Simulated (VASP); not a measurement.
**GaCo: single point with LDA**

GaCo:

```
CELL_PARAMETERS angstrom
2.87800 0.00000 0.00000
0.00000 2.87800 0.00000
0.00000 0.00000 2.87800
ATOMIC_POSITIONS crystal
Ga 0.50000 0.50000 0.50000
Co 0.00000 0.00000 0.00000
```

```
Program             : VASP 6.6.1
Task                : single point
Functional          : LDA
Potentials or basis : VASP PAW LDA potentials, release 64 (Ga_d, Co)
Cutoff              : 520 eV
k mesh              : 11 × 11 × 11
Occupations         : fermi-dirac, width 0.08 eV
Spin                : collinear spin, ferromagnetic start
Starting moments    : [0.0, 2.0] μB
```

| Quantity | Value |
| --- | --- |
| Pressure | -12.8 GPa |
| Band gap on the k mesh | zero (filled and empty bands overlap) |
| Net moment | 0.00 μB per cell |
| Valence electrons inside the program's atomic spheres | Ga 11.80; Co 8.37 |

Levels at points of the mesh, in eV from the Fermi level:
Spin up:
| k point | band 8 | band 9 | band 10 | band 11 | band 12 | band 13 | band 14 | band 15 |
| --- | --- | --- | --- | --- | --- | --- | --- | --- |
| (0.00, 0.00, 0.00) | -2.53 | -0.68 | -0.68 | -0.68 | 5.20 | 5.20 | 5.20 | 11.22 |
Spin down:
| k point | band 9 | band 10 | band 11 | band 12 | band 13 | band 14 |
| --- | --- | --- | --- | --- | --- | --- |
| (0.00, 0.00, 0.00) | -0.68 | -0.68 | -0.68 | 5.20 | 5.20 | 5.20 |

Wall time 28 s on 1 thread of Intel(R) Xeon(R) Platinum 8488C (Sapphire Rapids) (shared host), peak memory 0.16 GiB.

Caveat: the starting moments collapsed, and a magnetic state may lie lower.
